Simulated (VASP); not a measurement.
A run of VASP 6.6.1 is set up as follows.

Contents of INCAR:

```
PREC = Accurate
ENCUT = 600
EDIFF = 1E-6
ISMEAR = 0
SIGMA = 0.05
LREAL = F
LASPH = T
NELM = 150
ALGO = Normal
ISIF = 4
LWAVE = F
LCHARG = F
ISPIN = 2
MAGMOM = 1.74 1.74
LORBIT = 11
LMAXMIX = 4
IBRION = 2
NSW = 60
EDIFFG = -0.01
```

KPOINTS

```
Automatic mesh
0
Gamma
  20 20 12
```

POSCAR

```
Co
1.0
    2.4614354653      0.0000000000      0.0000000000
   -1.2307177327      2.1316656427      0.0000000000
    0.0000000000      0.0000000000      3.9695326673
Co
2
Direct
    0.3333333333      0.6666666667      0.2500000000
    0.6666666667      0.3333333333      0.7500000000
```

Potentials or basis: VASP PAW LDA potentials, release 64 (Co).

Run with:

```bash
$ cat potpaw_LDA.64/Co/POTCAR > POTCAR
$ mpirun -np 1 vasp_std > vasp.out
```

(1) Predict the site moments.

(2) Predict the net moment.

Answers

(1) Co +1.53 μB.

(2) 3.06 μB per cell.
